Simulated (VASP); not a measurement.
# SiO2 (Immm) in VASP: further runs

The runs below take SiO2 through single point, relaxation of cell and atoms, with PBE.

Program: VASP 6.6.1. These are calculated values, not measurements. Logs are shortened: lines on timing, memory, paths and dates and some standing lists are left out, and cuts for length are marked.

## 1. The cell of the first run

It takes space group Immm (No. 71, orthorhombic). The conventional cell has a = 2.524 Å, b = 5.159 Å, c = 5.301 Å, α = 90.00°, β = 90.00°, γ = 90.00°. Within 2.3 Å of Si (site symmetry mmm) lie 4 O at 1.70 Å. O (site symmetry mm2) has 2 Si at 1.70 Å and 1 O at 2.29 Å within 2.3 Å.

## 2. Single point, PBE

INCAR

```
ALGO     = Normal         # electronic algorithm
EDIFF    = 1E-7           # SCF threshold, eV
ENCUT    = 520            # plane-wave cutoff, eV
GGA      = PE             # functional
ISIF     = 2              # what is computed and relaxed
ISMEAR   = 0              # smearing method
LASPH    = T              # aspherical terms in the spheres
LCHARG   = F              # write CHGCAR
LREAL    = F              # projectors in reciprocal space
LWAVE    = F              # write WAVECAR
NBANDS   = 15             # bands
NELM     = 100            # most SCF steps
PREC     = Accurate       # precision mode
SIGMA    = 0.02           # smearing width, eV
```

KPOINTS

```
k-points
0
Gamma
  10 10 10
```

POSCAR

```
SiO2
1.0
   -1.2620435619      2.5795825611      2.6506853670
    1.2620435619     -2.5795825611      2.6506853670
    1.2620435619      2.5795825611     -2.6506853670
Si O
1 2
Direct
    0.5000000000      0.0000000000      0.5000000000
    0.2843604555      0.2843604555      0.0000000000
    0.7156395445      0.7156395445      0.0000000000
```

Potentials or basis: VASP PAW PBE potentials, release 64 (Si, O).

Started as:

```sh
$ cat potpaw_PBE.64/Si/POTCAR potpaw_PBE.64/O/POTCAR > POTCAR
$ mpirun -np 1 vasp_std > vasp.out
```

OUTCAR:

```text
EDIFF = 1E-7
   ENCUT = 520
   GGA = PE
   ISIF = 2
   ISMEAR = 0
   LASPH = T
   LREAL = F
   NELM = 100
   PREC = Accurate

 ion  position               nearest neighbor table
   1  0.500  0.000  0.500-   3 1.70   2 1.70   3 1.70   2 1.70
   2  0.284  0.284  0.000-   1 1.70   1 1.70
   3  0.716  0.716  0.000-   1 1.70   1 1.70

  LATTYP: Found a body centered orthorhombic cell.
 ALAT       =     2.5240871238
 B/A-ratio  =     2.0439726797
 C/A-ratio  =     2.1003121025

  Lattice vectors:

 A1 = (  -1.2620435619,   2.5795825611,   2.6506853670)
 A2 = (   1.2620435619,  -2.5795825611,   2.6506853670)
 A3 = (   1.2620435619,   2.5795825611,  -2.6506853670)

Analysis of symmetry for initial positions (statically):
=====================================================================
 Subroutine PRICEL returns:
 Original cell was already a primitive cell.

 Routine SETGRP: Setting up the symmetry group for a
 body centered orthorhombic supercell.

 Subroutine GETGRP returns: Found  8 space group operations
 (whereof  8 operations were pure point group operations)
 out of a pool of  8 trial point group operations.

The static configuration has the point symmetry D_2h.

Analysis of symmetry for dynamics (positions and initial velocities):
=====================================================================
 Subroutine PRICEL returns:
 Original cell was already a primitive cell.

 Routine SETGRP: Setting up the symmetry group for a
 body centered orthorhombic supercell.

 Subroutine GETGRP returns: Found  8 space group operations
 (whereof  8 operations were pure point group operations)
 out of a pool of  8 trial point group operations.

The dynamic configuration has the point symmetry D_2h.

 Subroutine INISYM returns: Found  8 space group operations
 (whereof  8 operations are pure point group operations),
 and found     1 'primitive' translations

----------------------------------------------------------------------------------------

                                     Primitive cell

  volume of cell :      34.5177

  direct lattice vectors                    reciprocal lattice vectors
    -1.262043562  2.579582561  2.650685367     0.000000000  0.193829811  0.188630460
     1.262043562 -2.579582561  2.650685367     0.396182838  0.000000000  0.188630460
     1.262043562  2.579582561 -2.650685367     0.396182838  0.193829811  0.000000000

  length of vectors
     3.908085600  3.908085600  3.908085600     0.270465240  0.438796412  0.441056501

[... 89 lines left out ...]
   ISYM   =      2    0-nonsym 1-usesym 2-fastsym
   POTIM  = 0.5000    time-step for ionic-motion
   TEBEG  =    0.0;   TEEND  =   0.0 temperature during run
   PSTRESS=    0.0 pullay stress
   NELECT =      16.0000    total number of electrons
   NUPDOWN=      -1.0000    fix difference up-down
   EMIN   =  10.00;   EMAX   =-10.00  energy-range for DOS
   EFERMI =   0.00;   METHOD = LEGACY
   ISMEAR =     0;   SIGMA  =   0.02  broadening in eV -4-tet -1-fermi 0-gaus
   EFERMI_NEDOS =   21; number of points for ismear=-14 and -15
   IALGO  =     38    algorithm
   IMIX   =      4    mixing-type and parameters
     AMIX     =   0.40;   BMIX     =  1.00
     AMIX_MAG =   1.60;   BMIX_MAG =  1.00
  volume/ion in A,a.u.               =      11.51        77.65
  Fermi-wavevector in a.u.,A,eV,Ry     =   1.266973  2.394233 21.840367  1.605222
  Thomas-Fermi vector in A             =   2.400146
   LORBIT       =      0    0 simple, 1 ext, 2 COOP (PROOUT), +10 PAW based schemes
   GGA     = PE    functional components
   LHFCALC =     F    Hartree Fock is set to
   AEXX    =    0.0000 exact exchange contribution
   IVDW    =     0    specifies the selected vdW correction
   LEPSILON=     F    determine dielectric tensor
   LRPA    =     F    only Hartree local field effects (RPA)
 non-spin polarized calculation
 Gauss-broadening in eV      SIGMA  =   0.02
  energy-cutoff  :      520.00
  volume of cell :       34.52
 maximum number of plane-waves:       941
 NGX is ok and might be reduce to    30
   NGX = 15   NGY = 15   NGZ = 15

 number of electron      15.9999992 magnetization

 Free energy of the ion-electron system (eV)
  ---------------------------------------------------
  ext. energy  EPLUGINS =         0.00000000
  ---------------------------------------------------
  free energy    TOTEN  =       -21.29641189 eV

  energy without entropy =      -21.29641189  energy(sigma->0) =      -21.29641189

 E-fermi :   2.7530     XC(G=0):  -9.9548

 val. band max:        2.5985849464   @ k =  -0.4000   0.4000   0.3000
 cond. band min:       5.6029293917   @ k =   0.0000   0.0000   0.0000
 fundamental gap:      3.0043444453
 Fermi energy:         2.7529738129

 k-point     1 :       0.0000    0.0000    0.0000
  band No.  band energies     occupation
      1     -17.4024      2.00000
      2     -14.4411      2.00000
      3      -2.3435      2.00000
      4      -0.3587      2.00000
      5       0.3966      2.00000
      6       0.7076      2.00000
      7       1.2352      2.00000
      8       2.0013      2.00000
      9       5.6029      0.00000
     10       7.8389      0.00000
     11      14.9998      0.00000
     12      15.6004      0.00000
     13      19.0653      0.00000
     14      19.1319      0.00000
[... 401 lines left out ...]
      2     -14.2838      2.00000
      3      -2.2419      2.00000
      4      -1.9244      2.00000
      5      -0.5310      2.00000
      6       0.1709      2.00000
      7       0.8015      2.00000
      8       2.1685      2.00000
      9       7.8258      0.00000
     10       8.3081      0.00000
     11      15.0240      0.00000
     12      16.5679      0.00000
     13      16.8282      0.00000
     14      18.3331      0.00000
     15      19.1177      0.00000

 [... further k-points ...]
[... 5 lines left out ...]
  --------------------------------------------------------------------------------------
  -------------------------------------------------------------------------------------
  Total        0.2901769     -0.0701841      0.1135427     -0.0000000      0.0000000      0.0000000
  in kB       13.4688778     -3.2576716      5.2702082     -0.0000000      0.0000000      0.0000000
  external PRESSURE =       5.1604715 kB  Pullay stress =       0.0000000 kB

 VOLUME and BASIS-vectors are now :
 -----------------------------------------------------------------------------
  energy-cutoff  :      520.00
  volume of cell :       34.52
      direct lattice vectors                 reciprocal lattice vectors
    -1.262043562  2.579582561  2.650685367     0.000000000  0.193829811  0.188630460
     1.262043562 -2.579582561  2.650685367     0.396182838  0.000000000  0.188630460
     1.262043562  2.579582561 -2.650685367     0.396182838  0.193829811  0.000000000

 POSITION                                       TOTAL-FORCE (eV/Angst)
 -----------------------------------------------------------------------------------
      0.00000      2.57958      0.00000         0.000000     -0.000000     -0.000000
      0.00000      0.00000      1.50750        -0.000000      0.000000     -0.067123
      0.00000      0.00000      3.79387        -0.000000     -0.000000      0.067123
 -----------------------------------------------------------------------------------
    total drift:                               -0.000000     -0.000000      0.000000

  FREE ENERGIE OF THE ION-ELECTRON SYSTEM (eV)
  ---------------------------------------------------
  free  energy   TOTEN  =       -21.2964118949 eV

  energy  without entropy=      -21.2964118949  energy(sigma->0) =      -21.29641189
```

It took 94 s on 1 thread of Intel Xeon Platinum 8259CL at 2.50GHz (Skylake/Cascade Lake), shared host; peak memory 0.21 GiB.

What came out:

```
Free energy            : -21.2964 eV
Pressure               : 0.5 GPa
Largest force          : 0.067 eV/Å
Band gap on the k mesh : 3.00 eV, indirect (least direct gap 3.60 eV)
```

Forces on the atoms (eV/Å):
```
Si   0.000  0.000  0.000
O    0.000  0.000 -0.067
O    0.000  0.000  0.067
```

Stress tensor (GPa, compression positive):
```
 1.35  0.00  0.00
 0.00 -0.33  0.00
 0.00  0.00  0.53
```

## 3. Relaxation of cell and atoms, PBE

This run uses another cell than the first one, of 11.39 Å³/atom, 0.990 times its volume.

INCAR

```
PREC = Accurate ; ENCUT = 600
EDIFF = 1E-6 ; ISMEAR = 0
SIGMA = 0.02 ; LREAL = F
LASPH = T ; NELM = 60
ALGO = Normal ; ISIF = 3
LWAVE = F ; LCHARG = F
GGA = PE ; IBRION = 2
NSW = 100 ; EDIFFG = -0.01
```

KPOINTS

```
regular mesh
0
Gamma
  10 10 10
```

POSCAR

```
SiO2
1.0
   -1.2627094640      2.5629236037      2.6407847480
    1.2627094640     -2.5629236037      2.6407847480
    1.2627094640      2.5629236037     -2.6407847480
Si O
1 2
Direct
    0.5000000000      0.0000000000      0.5000000000
    0.2836581833      0.2836581833      0.0000000000
    0.7163418167      0.7163418167      0.0000000000
```

Potentials or basis: VASP PAW PBE potentials, release 64 (Si, O).

Started as:

```sh
$ cat potpaw_PBE.64/Si/POTCAR potpaw_PBE.64/O/POTCAR > POTCAR
$ mpirun -np 1 vasp_std > vasp.out
```

Wall time 3.2 min (1 thread of Intel Xeon Platinum 8259CL at 2.50GHz (Skylake/Cascade Lake), shared host); peak memory 0.23 GiB.

It converged, with:

```yaml
Free_energy: -21.3036 eV
Relaxed_volume: 11.29 Å³/atom
Relaxed_cell: a = 3.872 Å, b = 3.872 Å, c = 3.872 Å, α = 141.86°, β = 97.86°, γ = 94.40°
Space_group_after_relaxing_to_0.05_Å: Immm (No. 71)
Energy_gained_by_relaxing: 0.2 meV/atom
Ionic_steps: 8
Pressure_after_relaxing: -0.1 GPa
Largest_force_after_relaxing: 0.008 eV/Å
Band_gap_on_the_k_mesh: 2.95 eV, indirect (least direct gap 3.61 eV)
```

Forces on the atoms (eV/Å):
```
Si   0.000  0.000  0.000
O    0.000  0.000 -0.008
O    0.000  0.000  0.008
```

The path:
```
step  energy change (eV)  largest force (eV/Å)  pressure (GPa)  volume (Å³)
   1              0.0000                0.0674            0.41        34.18
   2              0.0009                0.1645           -1.48        34.33
   3             -0.0002                0.0029           -0.17        34.23
   4             -0.0003                0.0212           -0.19        34.19
   5             -0.0003                0.0311           -0.20        34.17
   6             -0.0004                0.0289           -0.19        34.14
   7             -0.0005                0.0221           -0.14        34.05
   8             -0.0007                0.0082           -0.06        33.86
```

Final structure:
```xyz
3
Lattice="-1.2652 2.5436 2.6306 1.2652 -2.5436 2.6306 1.2652 2.5436 -2.6306" Properties=species:S:1:pos:R:3 pbc="T T T"
Si    0.0000    2.5436    0.0000
O     0.0000    0.0000    1.4873
O     1.2652    2.5436    1.1433
```

Levels at points of the mesh, in eV from the valence-band top:
```
           k point  band 5  band 6  band 7  band 8  band 9  band 10  band 11  band 12
(0.00, 0.00, 0.00)   -2.13   -1.97   -1.47   -0.66    2.95     5.11    12.25    13.02
(0.50, 0.00, 0.00)   -2.13   -2.03   -1.36   -1.29    5.06     6.91    11.25    13.35
(0.00, 0.50, 0.00)   -3.60   -2.12   -0.99   -0.91    5.51     6.78    11.53    12.80
(0.50, 0.50, 0.00)   -4.23   -1.97   -0.45   -0.13    4.93     6.15    12.18    13.09
(0.50, 0.50, 0.50)   -2.33   -1.17   -0.39   -0.08    6.07     8.44    10.45    11.07
```

A k mesh can miss the band edges. As with any semilocal functional, this PBE gap is likely too small.
